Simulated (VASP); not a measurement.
Write the native input for VASP 6.6.1 that does the following.

| Property | Result |
| --- | --- |
| Task | single point |
| Functional | PBE |
| Potentials or basis | VASP PAW PBE potentials, release 64 (B, N) |
| Cutoff | 520 eV |
| k mesh | 6 × 6 × 4 |
| Occupations | gaussian, width 0.01 eV |
| Spin | no spin polarisation |
| Dipole correction | no |
| Further INCAR settings | ALGO = Normal; EDIFF = 1e-07; NBANDS = 16 |

The structure of BN lies in POSCAR:

```
BN
1.0
    2.5439493101      0.0000000000      0.0000000000
   -1.2719746550      2.2031247285      0.0000000000
    0.0000000000      0.0000000000      4.2078167837
B N
2 2
Direct
    0.6666666667      0.3333333333      0.0002035745
    0.3333333333      0.6666666667      0.5002035745
    0.6666666667      0.3333333333      0.3747964255
    0.3333333333      0.6666666667      0.8747964255
```

The input as run:

INCAR

```
SYSTEM = BN
ALGO = Normal
EDIFF = 1E-7
ENCUT = 520
GGA = PE
ISIF = 2
ISMEAR = 0
LASPH = .True.
LCHARG = .False.
LREAL = .False.
LWAVE = .False.
NBANDS = 16
NELM = 80
PREC = Accurate
SIGMA = 0.01
```

KPOINTS

```
k-points
0
Gamma
  6 6 4
  0 0 0
```

Potentials or basis: VASP PAW PBE potentials, release 64 (B, N).

Command:

```sh
$ cat potpaw_PBE.64/B/POTCAR potpaw_PBE.64/N/POTCAR > POTCAR
$ mpirun -np 1 vasp_std > vasp.out
```

Results of the run:

- Pressure: 5.0 GPa
- Largest force: 0.004 eV/Å
- Band gap on the k mesh: 5.19 eV (least direct gap 8.32 eV)

Caveat: the k points lie up to 0.48 Å⁻¹ apart.

Wall time 8.8 s on 1 thread of AMD EPYC 7R43 64-Core Processor (Zen 3), on a shared host, peak memory 0.1 GiB.
